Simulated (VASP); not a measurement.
Write the native input for VASP 6.6.1 that does the following.

```
Task                   : single point
Functional             : PBE
Potentials or basis    : VASP PAW PBE potentials, release 64 (Ti_sv, Sn_d, Hf_pv, Si)
Cutoff                 : 400 eV
k mesh                 : 1 × 1 × 1, shifted
Occupations            : fermi-dirac, width 0.0767 eV
Spin                   : no spin polarisation
Dipole correction      : no
Further INCAR settings : LREAL = Auto; ALGO = Normal; EDIFF = 1e-06; NBANDS = 105; ISYM = -1
```

The structure of Hf2Ti7Si2Sn5 lies in POSCAR:

```
Hf2Ti7Si2Sn5
1.0
    6.9502750000     -0.0960840000      0.1117440000
   -0.0960840000      7.2928480000     -0.0979470000
    0.1117440000     -0.0979470000      7.1420180000
Ti Sn Hf Si
7 5 2 2
Direct
    0.5017408804      0.1194490322      0.1495744118
    0.3172216972      0.4937984866      0.7765258305
    1.0647369825      0.2237115205      0.6056635398
    0.8351975461     -0.0022461130      0.3074756582
    0.8087420809      0.3324683018      0.9267523825
    0.2252692810      0.4270280839      0.3101384832
    0.2131015822      0.8578295717      0.3929168212
    0.4791396027      0.1787011842      0.5644269266
    0.7346226535      0.3636065974      0.3078314143
   -0.0174864526      0.6894127080      0.0707347577
    0.5751791441      0.7389285339      0.5422929507
    0.5072799348      0.7247918054      0.0898647545
    0.9615518511      0.6341884725      0.6367462541
    0.7807670657      0.9656114545      0.8360985243
    0.1946632951      0.8927472216      0.7602760812
    0.1173397656      0.1508592034      1.0142604221
```

One way to write it, as run:

INCAR

```
SYSTEM = Hf2Ti7Si2Sn5
PREC     = Accurate       ! precision mode
ENCUT    = 400            ! plane-wave cutoff, eV
EDIFF    = 1E-6           ! SCF threshold, eV
ISMEAR   = -1             ! smearing method
SIGMA    = 0.0767         ! smearing width, eV
LREAL    = Auto         
LASPH    = .TRUE.         ! aspherical terms in the spheres
NELM     = 120            ! most SCF steps
ALGO     = Normal         ! electronic algorithm
ISIF     = 2              ! what is computed and relaxed
LWAVE    = .FALSE.        ! write WAVECAR
LCHARG   = .TRUE.         ! write CHGCAR
GGA      = PE             ! functional
LELF     = .TRUE.         ! ELF
LVHAR    = .TRUE.       
ISYM     = -1           
NBANDS   = 105            ! bands
GGA_COMPAT= .FALSE.
```

KPOINTS

```
explicit points
1
Reciprocal
  0.25000000   0.25000000   0.25000000 1
```

Potentials or basis: VASP PAW PBE potentials, release 64 (Ti_sv, Sn_d, Hf_pv, Si).

Run with:

```console
$ cat potpaw_PBE.64/Ti_sv/POTCAR potpaw_PBE.64/Sn_d/POTCAR potpaw_PBE.64/Hf_pv/POTCAR potpaw_PBE.64/Si/POTCAR > POTCAR
$ mpirun -np 1 vasp_std > vasp.out
```

It gave:

* Pressure: -7.6 GPa
* Largest force: 2.809 eV/Å

Caveat: the atoms stand as in a frame of molecular dynamics.

It took 88 s on 1 thread of Intel(R) Xeon(R) 6975P-C (Granite Rapids), on a shared host, peak memory 0.33 GiB.
